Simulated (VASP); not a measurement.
# HfN (rocksalt type) (Fm-3m) in VASP: notebook

HfN (rocksalt type) is run at these levels: r2SCAN; tasks: single point.

All numbers are computed with VASP 6.6.1; they aren't measurements. Logs are shortened: lines on timing, memory, paths and dates and some standing lists are left out, and cuts for length are marked.

## Step 1: The cell of the first run

Symmetry: Fm-3m, No. 225, cubic system. The conventional cell has a = 3.708 Å, b = 3.708 Å, c = 3.708 Å, α = 90.00°, β = 90.00°, γ = 90.00°. Hf (site symmetry m-3m) has 6 N at 1.85 Å within 2.5 Å. N (site symmetry m-3m) has 6 Hf at 1.85 Å within 2.5 Å.

## Step 2: Single point, r2SCAN (6.37 Å³/atom)

The input, POSCAR:

```
HfN
1.0
    0.0000000000      1.8539194030      1.8539194030
    1.8539194030      0.0000000000      1.8539194030
    1.8539194030      1.8539194030      0.0000000000
Hf N
1 1
Direct
    0.0000000000      0.0000000000      0.0000000000
    0.5000000000      0.5000000000      0.5000000000
```

The input, INCAR.step1:

```
SYSTEM = HfN
PREC = Accurate ; ENCUT = 520
ISMEAR = -1 ; SIGMA = 0.1
LREAL = .False. ; LASPH = .True.
NELM = 80 ; NBANDS = 14
GGA = PE ; ALGO = Normal
EDIFF = 1E-4 ; LWAVE = .True.
LCHARG = .False.
```

The input, INCAR.step2:

```
SYSTEM = HfN
PREC = Accurate ; ENCUT = 520
EDIFF = 1E-6 ; ISMEAR = -1
SIGMA = 0.1 ; LREAL = .False.
LASPH = .True. ; NELM = 80
ALGO = Normal ; ISIF = 2
LWAVE = .False. ; LCHARG = .True.
METAGGA = R2SCAN ; LMIXTAU = .True.
LELF = .True. ; LVHAR = .True.
NBANDS = 14 ; ISTART = 1
```

The input, KPOINTS:

```
Automatic mesh
0
Gamma
  15 15 15
  0 0 0
```

Potentials or basis: VASP PAW PBE potentials, release 64 (Hf_pv, N).

Run with:

```
cat potpaw_PBE.64/Hf_pv/POTCAR potpaw_PBE.64/N/POTCAR > POTCAR
cp INCAR.step1 INCAR
mpirun -np 1 vasp_std > vasp.out
cp INCAR.step2 INCAR
mpirun -np 1 vasp_std > vasp.out
```

OUTCAR:

```text
SYSTEM = HfN
   PREC = Accurate
   ENCUT = 520
   EDIFF = 1E-6
   ISMEAR = -1
   LREAL = .False.
   LASPH = .True.
   NELM = 80
   ISIF = 2
   METAGGA = R2SCAN
   ISTART = 1

 ion  position               nearest neighbor table
   1  0.000  0.000  0.000-   2 1.85   2 1.85   2 1.85   2 1.85   2 1.85   2 1.85
   2  0.500  0.500  0.500-   1 1.85   1 1.85   1 1.85   1 1.85   1 1.85   1 1.85

  LATTYP: Found a face centered cubic cell.
 ALAT       =     3.7078388060

  Lattice vectors:

 A1 = (   0.0000000000,   1.8539194030,   1.8539194030)
 A2 = (   1.8539194030,   0.0000000000,   1.8539194030)
 A3 = (   1.8539194030,   1.8539194030,   0.0000000000)

Analysis of symmetry for initial positions (statically):
=====================================================================
 Subroutine PRICEL returns:
 Original cell was already a primitive cell.

 Routine SETGRP: Setting up the symmetry group for a
 face centered cubic supercell.

 Subroutine GETGRP returns: Found 48 space group operations
 (whereof 48 operations were pure point group operations)
 out of a pool of 48 trial point group operations.

The static configuration has the point symmetry O_h .

Analysis of symmetry for dynamics (positions and initial velocities):
=====================================================================
 Subroutine PRICEL returns:
 Original cell was already a primitive cell.

 Routine SETGRP: Setting up the symmetry group for a
 face centered cubic supercell.

 Subroutine GETGRP returns: Found 48 space group operations
 (whereof 48 operations were pure point group operations)
 out of a pool of 48 trial point group operations.

The dynamic configuration has the point symmetry O_h .

 Subroutine INISYM returns: Found 48 space group operations
 (whereof 48 operations are pure point group operations),
 and found     1 'primitive' translations

----------------------------------------------------------------------------------------

                                     Primitive cell

  volume of cell :      12.7439

  direct lattice vectors                    reciprocal lattice vectors
     0.000000000  1.853919403  1.853919403    -0.269698887  0.269698887  0.269698887
     1.853919403  0.000000000  1.853919403     0.269698887 -0.269698887  0.269698887
     1.853919403  1.853919403  0.000000000     0.269698887  0.269698887 -0.269698887

  length of vectors
     2.621837963  2.621837963  2.621837963     0.467132175  0.467132175  0.467132175

  position of ions in fractional coordinates (direct lattice)
     0.000000000  0.000000000  0.000000000
     0.500000000  0.500000000  0.500000000

  ion indices of the primitive-cell ions
   primitive index   ion index
                 1           1
                 2           2

----------------------------------------------------------------------------------------

 KPOINTS: Automatic mesh

Automatic generation of k-mesh.
 Grid dimensions read from file:
 generate k-points for:   15   15   15

 Generating k-lattice:

  Cartesian coordinates                     Fractional coordinates (reciprocal lattice)
    -0.017979926  0.017979926  0.017979926     0.066666667  0.000000000  0.000000000
     0.017979926 -0.017979926  0.017979926     0.000000000  0.066666667  0.000000000
     0.017979926  0.017979926 -0.017979926     0.000000000  0.000000000  0.066666667

  Length of vectors
     0.031142145  0.031142145  0.031142145

  Shift w.r.t. Gamma in fractional coordinates (k-lattice)
     0.000000000  0.000000000  0.000000000

 Subroutine IBZKPT returns following result:
 ===========================================

 Found    120 irreducible k-points:

 Following reciprocal coordinates:
            Coordinates               Weight
  0.000000  0.000000  0.000000      1.000000
  0.066667  0.000000  0.000000      8.000000
  0.133333  0.000000  0.000000      8.000000
  0.200000  0.000000  0.000000      8.000000
  0.266667  0.000000  0.000000      8.000000
  0.333333  0.000000  0.000000      8.000000
[... 16 lines left out ...]
  0.133333  0.133333  0.000000      6.000000
  0.200000  0.133333  0.000000     24.000000
 [... further k-points ...]
   k-points           NKPTS =    120   k-points in BZ     NKDIM =    120   number of bands    NBANDS=     14
   number of dos      NEDOS =    301   number of ions     NIONS =      2
   total plane-waves  NPLWV =   8000
   dimension x,y,z NGX =    20 NGY =   20 NGZ =   20
   dimension x,y,z NGXF=    40 NGYF=   40 NGZF=   40
   ions per type =               1   1
   NGX,Y,Z   is equivalent  to a cutoff of  12.68, 12.68, 12.68 a.u.
   NGXF,Y,Z  is equivalent  to a cutoff of  25.36, 25.36, 25.36 a.u.
 SYSTEM =  HfN
   PREC   = accura    normal or accurate (medium, high low for compatibility)
   ISTART =      1    job   : 0-new  1-cont  2-samecut
   ICHARG =      0    charge: 1-file 2-atom 10-const
   ISPIN  =      1    spin polarized calculation?
   LNONCOLLINEAR =      F non collinear calculations
   LSORBIT =      F    spin-orbit coupling
   LASPH  =      T    aspherical Exc in radial PAW
   ENCUT  =  520.0 eV  38.22 Ry    6.18 a.u.   4.87  4.87  4.87*2*pi/ulx,y,z
   NELM   =     80;   NELMIN=  2; NELMDL=  0     # of ELM steps
   EDIFF  = 0.1E-05   stopping-criterion for ELM
   LREAL  =      F    real-space projection
   EDIFFG = 0.1E-04   stopping-criterion for IOM
   NSW    =      0    number of steps for IOM
   IBRION =     -1    ionic relax: 0-MD 1-quasi-New 2-CG
   NFREE  =      0    steps in history (QN), initial steepest desc. (CG)
   ISIF   =      2    stress and relaxation
   ISYM   =      2    0-nonsym 1-usesym 2-fastsym
   POTIM  = 0.5000    time-step for ionic-motion
   TEBEG  =    0.0;   TEEND  =   0.0 temperature during run
   PSTRESS=    0.0 pullay stress
   NELECT =      15.0000    total number of electrons
   NUPDOWN=      -1.0000    fix difference up-down
   EMIN   =  10.00;   EMAX   =-10.00  energy-range for DOS
   EFERMI =   0.00;   METHOD = LEGACY
   ISMEAR =    -1;   SIGMA  =   0.10  broadening in eV -4-tet -1-fermi 0-gaus
   EFERMI_NEDOS =   21; number of points for ismear=-14 and -15
   IALGO  =     38    algorithm
   IMIX   =      4    mixing-type and parameters
     AMIX     =   0.40;   BMIX     =  1.00
     AMIX_MAG =   1.60;   BMIX_MAG =  1.00
  volume/ion in A,a.u.               =       6.37        43.00
  Fermi-wavevector in a.u.,A,eV,Ry     =   1.728507  3.266404 40.650608  2.987735
  Thomas-Fermi vector in A             =   2.803428
   LORBIT       =      0    0 simple, 1 ext, 2 COOP (PROOUT), +10 PAW based schemes
   METAGGA = R2SCAN    functional components
   LHFCALC =     F    Hartree Fock is set to
   AEXX    =    0.0000 exact exchange contribution
   IVDW    =     0    specifies the selected vdW correction
   LEPSILON=     F    determine dielectric tensor
   LRPA    =     F    only Hartree local field effects (RPA)
 non-spin polarized calculation
  energy-cutoff  :      520.00
  volume of cell :       12.74
 maximum number of plane-waves:       353
   NGX =  9   NGY =  9   NGZ =  9

 number of electron      15.0000002 magnetization

 Free energy of the ion-electron system (eV)
  ---------------------------------------------------
  ext. energy  EPLUGINS =         0.00000000
  ---------------------------------------------------
  free energy    TOTEN  =       -46.91255270 eV

  energy without entropy =      -46.90357861  energy(sigma->0) =      -46.90806565

 E-fermi :  14.5580     XC(G=0): -17.4607

 val. band max:       14.5305054248   @ k =   0.1333   0.0000   0.0000
 cond. band min:      14.5827331742   @ k =  -0.1333   0.0667   0.0000
 fundamental gap:      0.0522277494
 Fermi energy:        14.5580263988

 k-point     1 :       0.0000    0.0000    0.0000
  band No.  band energies     occupation
      1     -15.3456      2.00000
      2     -15.3456      2.00000
      3     -15.3456      2.00000
      4      -6.6866      2.00000
      5      11.0300      2.00000
      6      11.0300      2.00000
      7      11.0300      2.00000
      8      13.5084      1.99994
      9      13.5084      1.99994
     10      13.5084      1.99994
     11      18.2994      0.00000
     12      18.2994      0.00000
     13      25.0524      0.00000
     14      26.4949      0.00000

 k-point     2 :       0.0667    0.0000    0.0000
  band No.  band energies     occupation
      1     -15.7856      2.00000
      2     -15.3624      2.00000
      3     -15.3624      2.00000
      4      -6.2250      2.00000
      5      10.3110      2.00000
      6      10.3352      2.00000
      7      10.3352      2.00000
      8      13.8336      1.99857
      9      13.8336      1.99857
     10      13.8940      1.99739
     11      19.1536      0.00000
     12      19.1536      0.00000
     13      25.3575      0.00000
     14      27.1916      0.00000

 k-point     3 :       0.1333    0.0000    0.0000
  band No.  band energies     occupation
      1     -16.8489      2.00000
      2     -15.4089      2.00000
      3     -15.4089      2.00000
      4      -5.0997      2.00000
      5       8.8767      2.00000
      6       8.9386      2.00000
      7       8.9386      2.00000
      8      14.5305      1.13674
      9      14.6271      0.66788
     10      14.6271      0.66788
     11      21.1891      0.00000
     12      21.1891      0.00000
     13      26.1595      0.00000
     14      28.7352      0.00000
[... 324 lines left out ...]
 k-point    23 :       0.1333    0.1333    0.0000
  band No.  band energies     occupation
      1     -16.7734      2.00000
      2     -15.7072      2.00000
      3     -15.7072      2.00000
      4      -4.7301      2.00000
      5       6.6629      2.00000
      6      10.2163      2.00000
      7      10.2163      2.00000
      8      11.7721      2.00000
      9      16.4641      0.00000
     10      16.4641      0.00000
     11      18.8939      0.00000
     12      22.6838      0.00000
     13      27.2530      0.00000
     14      28.7388      0.00000

 k-point    24 :       0.2000    0.1333    0.0000
  band No.  band energies     occupation
      1     -17.5917      2.00000
      2     -15.8677      2.00000
      3     -15.7918      2.00000
      4      -3.9112      2.00000
      5       5.5620      2.00000
      6       9.4485      2.00000
      7       9.6742      2.00000
      8      11.7823      2.00000
      9      17.5813      0.00000
     10      17.6317      0.00000
     11      20.0617      0.00000
     12      23.9783      0.00000
     13      28.6032      0.00000
     14      28.8146      0.00000

 [... further k-points ...]

------------------------ aborting loop because EDIFF is reached ----------------------------------------

  FORCE on cell =-STRESS in cart. coord.  units (eV):
  Direction    XX          YY          ZZ          XY          YZ          ZX
  --------------------------------------------------------------------------------------
  -------------------------------------------------------------------------------------
  Total       47.0079912     47.0079912     47.0079912     -0.0000000      0.0000000     -0.0000000
  in kB     5909.8945230   5909.8945230   5909.8945230     -0.0000000      0.0000000     -0.0000000
  external PRESSURE =    5909.8945230 kB  Pullay stress =       0.0000000 kB

 VOLUME and BASIS-vectors are now :
 -----------------------------------------------------------------------------
  energy-cutoff  :      520.00
  volume of cell :       12.74
      direct lattice vectors                 reciprocal lattice vectors
     0.000000000  1.853919403  1.853919403    -0.269698887  0.269698887  0.269698887
     1.853919403  0.000000000  1.853919403     0.269698887 -0.269698887  0.269698887
     1.853919403  1.853919403  0.000000000     0.269698887  0.269698887 -0.269698887

 POSITION                                       TOTAL-FORCE (eV/Angst)
 -----------------------------------------------------------------------------------
      0.00000      0.00000      0.00000         0.000000      0.000000      0.000000
      1.85392      1.85392      1.85392        -0.000000     -0.000000     -0.000000
 -----------------------------------------------------------------------------------
    total drift:                                0.000000      0.000000      0.000000

  FREE ENERGIE OF THE ION-ELECTRON SYSTEM (eV)
  ---------------------------------------------------
  free  energy   TOTEN  =       -46.9125527024 eV

  energy  without entropy=      -46.9035786075  energy(sigma->0) =      -46.90806565
```

Run time: 2.4 min. Hardware: 1 thread of Intel Xeon 8259CL, shared host; peak memory 0.15 GiB.

What came out:

```
Free energy            : -46.9126 eV
Pressure               : 591.0 GPa
Band gap on the k mesh : zero (an odd number of electrons rules out a gap without spin polarisation)
```

Caveat: the cell stands under pressure; the PAW data sets were made with another functional, which shifts forces and pressure a little; spin-orbit coupling is left out, which moves the levels of the heavy elements.

(Continued in part 2 of 3.)

The gap in the log of VASP goes by the Fermi energy; the results here count the filled bands.